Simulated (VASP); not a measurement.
# Ti3Al (Fm-3m) in VASP: a series of runs

Runs on Ti3Al. Level: PBEsol. Tasks: single point.

Everything below comes from runs of VASP 6.6.1. Logs are shortened: lines on timing, memory, paths and dates and some standing lists are left out, and cuts for length are marked.

### Step 1. The cell of the first run

The structure is cubic, space group Fm-3m (No. 225). The conventional cell has a = 6.186 Å, b = 6.186 Å, c = 6.186 Å, α = 90.00°, β = 90.00°, γ = 90.00°. Ti (site symmetry -43m) has 10 Ti at 2.68 to 3.09 Å and 4 Al at 2.68 Å within 3.5 Å. Within 3.5 Å of Ti (site symmetry m-3m) lie 8 Ti at 2.68 Å and 6 Al at 3.09 Å. Al (site symmetry m-3m) has 14 Ti at 2.68 to 3.09 Å within 3.5 Å.

### Step 2. Single point, PBEsol, collinear spin, ferromagnetic start (volume scaled by 0.91)

The input, INCAR:

```
SYSTEM = Ti3Al
PREC = Accurate
ENCUT = 520
EDIFF = 1E-6
ISMEAR = 0
SIGMA = 0.1
LREAL = .FALSE.
LASPH = .TRUE.
NELM = 150
ALGO = Normal
ISIF = 2
LWAVE = .FALSE.
LCHARG = .FALSE.
ISPIN = 2
MAGMOM = 0.22 0.22 0.96 0
LORBIT = 11
LMAXMIX = 4
GGA = PS
NBANDS = 32
```

The input, KPOINTS:

```
regular mesh
0
G
  12 12 12
  0 0 0
```

The input, POSCAR:

```
Ti3Al
1.0
    0.0000000000      3.0927504405      3.0927504405
    3.0927504405      0.0000000000      3.0927504405
    3.0927504405      3.0927504405      0.0000000000
Ti Al
3 1
Direct
    0.7500000000      0.7500000000      0.7500000000
    0.2500000000      0.2500000000      0.2500000000
    0.0000000000      0.0000000000      0.0000000000
    0.5000000000      0.5000000000      0.5000000000
```

Potentials or basis: VASP PAW PBE potentials, release 64 (Ti_sv, Al).

On the command line:

```console
$ cat potpaw_PBE.64/Ti_sv/POTCAR potpaw_PBE.64/Al/POTCAR > POTCAR
$ mpirun -np 1 vasp_std > vasp.out
```

OUTCAR:

```text
SYSTEM = Ti3Al
   PREC = Accurate
   ENCUT = 520
   EDIFF = 1E-6
   ISMEAR = 0
   LREAL = .FALSE.
   LASPH = .TRUE.
   NELM = 150
   ISIF = 2
   ISPIN = 2
   LORBIT = 11
   GGA = PS

 ion  position               nearest neighbor table
   1  0.750  0.750  0.750-   3 2.68   4 2.68   4 2.68   4 2.68   4 2.68   3 2.68   3 2.68   3 2.68

   2  0.250  0.250  0.250-   3 2.68   4 2.68   3 2.68   3 2.68   3 2.68   4 2.68   4 2.68   4 2.68

   3  0.000  0.000  0.000-   1 2.68   2 2.68   1 2.68   1 2.68   1 2.68   2 2.68   2 2.68   2 2.68
                             4 3.09   4 3.09   4 3.09   4 3.09   4 3.09   4 3.09
   4  0.500  0.500  0.500-   1 2.68   2 2.68   2 2.68   2 2.68   2 2.68   1 2.68   1 2.68   1 2.68
                             3 3.09   3 3.09   3 3.09   3 3.09   3 3.09   3 3.09

  LATTYP: Found a face centered cubic cell.
 ALAT       =     6.1855008810

  Lattice vectors:

 A1 = (   0.0000000000,   3.0927504405,   3.0927504405)
 A2 = (   3.0927504405,   0.0000000000,   3.0927504405)
 A3 = (   3.0927504405,   3.0927504405,   0.0000000000)

Analysis of symmetry for initial positions (statically):
=====================================================================
 Subroutine PRICEL returns:
 Original cell was already a primitive cell.

 Routine SETGRP: Setting up the symmetry group for a
 face centered cubic supercell.

 Subroutine GETGRP returns: Found 48 space group operations
 (whereof 48 operations were pure point group operations)
 out of a pool of 48 trial point group operations.

The static configuration has the point symmetry O_h .

Analysis of symmetry for dynamics (positions and initial velocities):
=====================================================================
 Subroutine PRICEL returns:
 Original cell was already a primitive cell.

 Routine SETGRP: Setting up the symmetry group for a
 face centered cubic supercell.

 Subroutine GETGRP returns: Found 48 space group operations
 (whereof 48 operations were pure point group operations)
 out of a pool of 48 trial point group operations.

The dynamic configuration has the point symmetry O_h .

Analysis of structural, dynamic, and magnetic symmetry:
=====================================================================
 Subroutine PRICEL returns:
 Original cell was already a primitive cell.

 Routine SETGRP: Setting up the symmetry group for a
 face centered cubic supercell.

 Subroutine GETGRP returns: Found 48 space group operations
 (whereof 48 operations were pure point group operations)
 out of a pool of 48 trial point group operations.

The overall configuration has the point symmetry O_h .

 Subroutine INISYM returns: Found 48 space group operations
 (whereof 48 operations are pure point group operations),
 and found     1 'primitive' translations

----------------------------------------------------------------------------------------

                                     Primitive cell

  volume of cell :      59.1650

  direct lattice vectors                    reciprocal lattice vectors
     0.000000000  3.092750441  3.092750441    -0.161668395  0.161668395  0.161668395
     3.092750441  0.000000000  3.092750441     0.161668395 -0.161668395  0.161668395
     3.092750441  3.092750441  0.000000000     0.161668395  0.161668395 -0.161668395

  length of vectors
     4.373809618  4.373809618  4.373809618     0.280017874  0.280017874  0.280017874

  position of ions in fractional coordinates (direct lattice)
     0.750000000  0.750000000  0.750000000
     0.250000000  0.250000000  0.250000000
     0.000000000  0.000000000  0.000000000
     0.500000000  0.500000000  0.500000000

  ion indices of the primitive-cell ions
   primitive index   ion index
                 1           1
                 2           2
                 3           3
                 4           4

----------------------------------------------------------------------------------------

 KPOINTS: regular mesh

Automatic generation of k-mesh.
 Grid dimensions read from file:
 generate k-points for:   12   12   12

 Generating k-lattice:

  Cartesian coordinates                     Fractional coordinates (reciprocal lattice)
    -0.013472366  0.013472366  0.013472366     0.083333333  0.000000000  0.000000000
     0.013472366 -0.013472366  0.013472366     0.000000000  0.083333333  0.000000000
     0.013472366  0.013472366 -0.013472366     0.000000000  0.000000000  0.083333333

  Length of vectors
     0.023334823  0.023334823  0.023334823

  Shift w.r.t. Gamma in fractional coordinates (k-lattice)
     0.000000000  0.000000000  0.000000000

 Subroutine IBZKPT returns following result:
 ===========================================

 Found     72 irreducible k-points:

 Following reciprocal coordinates:
            Coordinates               Weight
  0.000000  0.000000  0.000000      1.000000
  0.083333  0.000000  0.000000      8.000000
  0.166667  0.000000  0.000000      8.000000
  0.250000  0.000000  0.000000      8.000000
  0.333333  0.000000  0.000000      8.000000
  0.416667  0.000000  0.000000      8.000000
[... 16 lines left out ...]
  0.500000  0.166667  0.000000     24.000000
 -0.416667  0.166667  0.000000     24.000000
 [... further k-points ...]
   k-points           NKPTS =     72   k-points in BZ     NKDIM =     72   number of bands    NBANDS=     32
   number of dos      NEDOS =    301   number of ions     NIONS =      4
   total plane-waves  NPLWV =  46656
   dimension x,y,z NGX =    36 NGY =   36 NGZ =   36
   dimension x,y,z NGXF=    72 NGYF=   72 NGZF=   72
   ions per type =               3   1
   NGX,Y,Z   is equivalent  to a cutoff of  13.68, 13.68, 13.68 a.u.
   NGXF,Y,Z  is equivalent  to a cutoff of  27.37, 27.37, 27.37 a.u.
 SYSTEM =  Ti3Al
   PREC   = accura    normal or accurate (medium, high low for compatibility)
   ISTART =      0    job   : 0-new  1-cont  2-samecut
   ICHARG =      2    charge: 1-file 2-atom 10-const
   ISPIN  =      2    spin polarized calculation?
   LNONCOLLINEAR =      F non collinear calculations
   LSORBIT =      F    spin-orbit coupling
   LASPH  =      T    aspherical Exc in radial PAW
   ENCUT  =  520.0 eV  38.22 Ry    6.18 a.u.   8.13  8.13  8.13*2*pi/ulx,y,z
   NELM   =    150;   NELMIN=  2; NELMDL= -5     # of ELM steps
   EDIFF  = 0.1E-05   stopping-criterion for ELM
   LREAL  =      F    real-space projection
   EDIFFG = 0.1E-04   stopping-criterion for IOM
   NSW    =      0    number of steps for IOM
   IBRION =     -1    ionic relax: 0-MD 1-quasi-New 2-CG
   NFREE  =      0    steps in history (QN), initial steepest desc. (CG)
   ISIF   =      2    stress and relaxation
   ISYM   =      2    0-nonsym 1-usesym 2-fastsym
   POTIM  = 0.5000    time-step for ionic-motion
   TEBEG  =    0.0;   TEEND  =   0.0 temperature during run
   PSTRESS=    0.0 pullay stress
   NELECT =      39.0000    total number of electrons
   NUPDOWN=      -1.0000    fix difference up-down
   EMIN   =  10.00;   EMAX   =-10.00  energy-range for DOS
   EFERMI =   0.00;   METHOD = LEGACY
   ISMEAR =     0;   SIGMA  =   0.10  broadening in eV -4-tet -1-fermi 0-gaus
   EFERMI_NEDOS =   21; number of points for ismear=-14 and -15
   IALGO  =     38    algorithm
   IMIX   =      4    mixing-type and parameters
     AMIX     =   0.40;   BMIX     =  1.00
     AMIX_MAG =   1.60;   BMIX_MAG =  1.00
  volume/ion in A,a.u.               =      14.79        99.82
  Fermi-wavevector in a.u.,A,eV,Ry     =   1.424759  2.692405 27.618996  2.029939
  Thomas-Fermi vector in A             =   2.545216
   LORBIT       =     11    0 simple, 1 ext, 2 COOP (PROOUT), +10 PAW based schemes
   GGA     = PS    functional components
   LHFCALC =     F    Hartree Fock is set to
   AEXX    =    0.0000 exact exchange contribution
   IVDW    =     0    specifies the selected vdW correction
   LEPSILON=     F    determine dielectric tensor
   LRPA    =     F    only Hartree local field effects (RPA)
 spin polarized calculation
 Gauss-broadening in eV      SIGMA  =   0.10
  energy-cutoff  :      520.00
  volume of cell :       59.16
 maximum number of plane-waves:      1639
 NGX is ok and might be reduce to    36
   NGX = 17   NGY = 17   NGZ = 17

 number of electron      39.0000003 magnetization       1.2663284

 Free energy of the ion-electron system (eV)
  ---------------------------------------------------
  ext. energy  EPLUGINS =         0.00000000
  ---------------------------------------------------
  free energy    TOTEN  =       -29.52831997 eV

  energy without entropy =      -29.50505942  energy(sigma->0) =      -29.51668970

 E-fermi :   9.3624     XC(G=0): -11.9844

 val. band max:        9.3579134055   @ k =  -0.3333   0.4167   0.0833
 cond. band min:       9.3658025783   @ k =  -0.3333   0.3333   0.0000
 fundamental gap:      0.0078891728
 Fermi energy:         9.3624331047

 spin component 1

 k-point     1 :       0.0000    0.0000    0.0000
  band No.  band energies     occupation
      1     -46.8505      1.00000
      2     -46.6636      1.00000
      3     -46.5439      1.00000
      4     -23.3238      1.00000
      5     -23.3238      1.00000
      6     -23.3238      1.00000
[... 23 lines left out ...]
     30      15.8999      0.00000
     31      15.8999      0.00000

 k-point     2 :       0.0833    0.0000    0.0000
  band No.  band energies     occupation
      1     -46.8461      1.00000
      2     -46.6647      1.00000
      3     -46.5472      1.00000
      4     -23.3444      1.00000
      5     -23.3353      1.00000
      6     -23.3353      1.00000
[... 23 lines left out ...]
     30      15.9508      0.00000
     31      15.9508      0.00000

 k-point     3 :       0.1667    0.0000    0.0000
  band No.  band energies     occupation
      1     -46.8336      1.00000
      2     -46.6679      1.00000
      3     -46.5569      1.00000
      4     -23.3748      1.00000
      5     -23.3604      1.00000
      6     -23.3604      1.00000
[... 703 lines left out ...]
     30      14.4565      0.00000
     31      14.6914      0.00000

 k-point    24 :      -0.4167    0.1667    0.0000
  band No.  band energies     occupation
      1     -46.7469      1.00000
      2     -46.6948      1.00000
      3     -46.6177      1.00000
      4     -23.4551      1.00000
      5     -23.4465      1.00000
      6     -23.3779      1.00000
[... 23 lines left out ...]
     30      14.4870      0.00000
     31      14.7276      0.00000

 [... further k-points ...]

 spin component 2

 k-point     1 :       0.0000    0.0000    0.0000
  band No.  band energies     occupation
      1     -46.6492      1.00000
      2     -46.5489      1.00000
      3     -46.0225      1.00000
      4     -23.0735      1.00000
      5     -23.0735      1.00000
      6     -23.0735      1.00000
[... 23 lines left out ...]
     30      16.0622      0.00000
     31      16.0622      0.00000

 k-point     2 :       0.0833    0.0000    0.0000
  band No.  band energies     occupation
      1     -46.6464      1.00000
      2     -46.5499      1.00000
      3     -46.0243      1.00000
      4     -23.0999      1.00000
      5     -23.0815      1.00000
      6     -23.0815      1.00000
[... 23 lines left out ...]
     30      16.1147      0.00000
     31      16.1147      0.00000

 k-point     3 :       0.1667    0.0000    0.0000
  band No.  band energies     occupation
      1     -46.6386      1.00000
      2     -46.5531      1.00000
      3     -46.0292      1.00000
      4     -23.1297      1.00000
      5     -23.0983      1.00000
      6     -23.0983      1.00000
[... 703 lines left out ...]
     30      14.6582      0.00000
     31      14.9087      0.00000

 k-point    24 :      -0.4167    0.1667    0.0000
  band No.  band energies     occupation
      1     -46.5887      1.00000
      2     -46.5796      1.00000
      3     -46.0537      1.00000
      4     -23.1888      1.00000
      5     -23.1762      1.00000
      6     -23.1049      1.00000
[... 23 lines left out ...]
     30      14.7019      0.00000
     31      14.9172      0.00000

 [... further k-points ...]

 [bands above 31 left out]

------------------------ aborting loop because EDIFF is reached ----------------------------------------

  FORCE on cell =-STRESS in cart. coord.  units (eV):
  Direction    XX          YY          ZZ          XY          YZ          ZX
  --------------------------------------------------------------------------------------
  -------------------------------------------------------------------------------------
  Total        4.6731583      4.6731583      4.6731583     -0.0000000     -0.0000000      0.0000000
  in kB      126.5483390    126.5483390    126.5483390     -0.0000000     -0.0000000      0.0000000
  external PRESSURE =     126.5483390 kB  Pullay stress =       0.0000000 kB

 VOLUME and BASIS-vectors are now :
 -----------------------------------------------------------------------------
  energy-cutoff  :      520.00
  volume of cell :       59.16
      direct lattice vectors                 reciprocal lattice vectors
     0.000000000  3.092750441  3.092750441    -0.161668395  0.161668395  0.161668395
     3.092750441  0.000000000  3.092750441     0.161668395 -0.161668395  0.161668395
     3.092750441  3.092750441  0.000000000     0.161668395  0.161668395 -0.161668395

 POSITION                                       TOTAL-FORCE (eV/Angst)
 -----------------------------------------------------------------------------------
      4.63913      4.63913      4.63913         0.000000      0.000000     -0.000000
      1.54638      1.54638      1.54638         0.000000      0.000000      0.000000
      0.00000      0.00000      0.00000        -0.000000     -0.000000     -0.000000
      3.09275      3.09275      3.09275        -0.000000     -0.000000     -0.000000
 -----------------------------------------------------------------------------------
    total drift:                                0.000000      0.000000      0.000000

  FREE ENERGIE OF THE ION-ELECTRON SYSTEM (eV)
  ---------------------------------------------------
  free  energy   TOTEN  =       -29.5283199739 eV

  energy  without entropy=      -29.5050594189  energy(sigma->0) =      -29.51668970

 total charge

# of ion       s       p       d       tot
------------------------------------------
    1        2.239   6.159   2.015  10.413
    2        2.239   6.159   2.015  10.413
    3        2.283   6.115   2.088  10.485
    4        0.422   0.469   0.000   0.891
--------------------------------------------------
tot          7.183  18.902   6.118  32.203

 magnetization (x)

# of ion       s       p       d       tot
------------------------------------------
    1        0.002   0.028   0.114   0.144
    2        0.002   0.028   0.114   0.144
    3        0.009   0.020   0.676   0.704
    4       -0.004  -0.006   0.000  -0.010
--------------------------------------------------
tot          0.008   0.069   0.904   0.981
```

It took 3 min on 1 thread of Intel Xeon 6975P-C (Granite Rapids), shared host; peak memory 0.36 GiB.

Results:

* Free energy: -29.5283 eV
* Pressure: 12.7 GPa
* Net moment: 1.27 μB per cell
* Site moments: Ti +0.14, +0.70; Al -0.01 μB
* Valence electrons inside the program's atomic spheres: Ti 10.41, 10.48; Al 0.89

Levels at points of the mesh, in eV from the Fermi level:
Spin up:
| k point | band 18 | band 19 | band 20 | band 21 | band 22 | band 23 |
| --- | --- | --- | --- | --- | --- | --- |
| (0.00, 0.00, 0.00) | -1.97 | -0.19 | -0.19 | -0.19 | 2.54 | 2.54 |
| (0.50, 0.00, 0.00) | -0.59 | -0.59 | -0.10 | -0.10 | 0.88 | 1.05 |
| (0.50, 0.50, 0.00) | -0.53 | -0.38 | -0.38 | -0.26 | 1.03 | 1.34 |
Spin down:
| k point | band 17 | band 18 | band 19 | band 20 | band 21 | band 22 |
| --- | --- | --- | --- | --- | --- | --- |
| (0.00, 0.00, 0.00) | -1.81 | -1.81 | 0.41 | 0.41 | 0.41 | 2.69 |
| (0.50, 0.00, 0.00) | -0.16 | -0.13 | -0.13 | 0.08 | 0.08 | 1.09 |
| (0.50, 0.50, 0.00) | -0.44 | -0.44 | -0.17 | 0.11 | 0.11 | 1.39 |

Caveat: the PAW data sets were made with another functional, which shifts forces and pressure a little.

### Step 3. Single point, PBEsol, collinear spin, ferromagnetic start (volume scaled by 1.10)

The input, INCAR:

```
ALGO = Normal ; EDIFF = 1E-7
ENCUT = 520 ; GGA = PS
ISIF = 2 ; ISMEAR = 0
ISPIN = 2 ; LASPH = True
LCHARG = False ; LMAXMIX = 4
LORBIT = 11 ; LREAL = False
LWAVE = False ; MAGMOM = 0.22 0.22 0.96 0
NBANDS = 32 ; NELM = 150
PREC = Accurate ; SIGMA = 0.1
```

The input, KPOINTS:

```
k-points
0
Gamma
  12 12 12
```

The input, POSCAR:

```
Ti3Al
1.0
    0.0000000000      3.2945439717      3.2945439717
    3.2945439717      0.0000000000      3.2945439717
    3.2945439717      3.2945439717      0.0000000000
Ti Al
3 1
Direct
    0.7500000000      0.7500000000      0.7500000000
    0.2500000000      0.2500000000      0.2500000000
    0.0000000000      0.0000000000      0.0000000000
    0.5000000000      0.5000000000      0.5000000000
```

Potentials or basis: VASP PAW PBE potentials, release 64 (Ti_sv, Al).

On the command line:

```console
$ cat potpaw_PBE.64/Ti_sv/POTCAR potpaw_PBE.64/Al/POTCAR > POTCAR
$ mpirun -np 1 vasp_std > vasp.out
```

Run time: 5.6 min. Hardware: 1 thread of Intel Xeon Platinum 8488C (Sapphire Rapids), shared host; peak memory 0.39 GiB.

The run converged. Its results:

* Free energy: -29.5443 eV
* Pressure: -9.2 GPa
* Net moment: 2.13 μB per cell
* Site moments: Ti +0.28, +1.02; Al -0.02 μB
* Valence electrons inside the program's atomic spheres: Ti 10.18, 10.26; Al 0.79

Levels at points of the mesh, in eV from the Fermi level:
Spin up:
```tsv
k point	band 19	band 20	band 21	band 22	band 23	band 24
(0.00, 0.00, 0.00)	-0.39	-0.39	-0.39	1.94	1.94	1.94
(0.50, 0.00, 0.00)	-0.60	-0.24	-0.24	0.50	0.80	0.80
(0.50, 0.50, 0.00)	-0.41	-0.41	-0.18	0.85	0.85	0.91
```
Spin down:
```csv
k point,band 15,band 16,band 17,band 18,band 19,band 20,band 21,band 22,band 23,band 24
"(0.00, 0.00, 0.00)",-1.47,-1.47,-1.33,-1.33,0.52,0.52,0.52,2.22,2.22,2.22
"(0.50, 0.00, 0.00)",-1.62,-1.62,0.03,0.10,0.10,0.11,0.11,0.87,1.08,1.08
"(0.50, 0.50, 0.00)",-1.66,-1.56,-0.57,-0.57,0.01,0.33,0.33,1.31,1.31,1.46
```

Caveat: the PAW data sets were made with another functional, which shifts forces and pressure a little.

(Continued in part 2 of 2.)
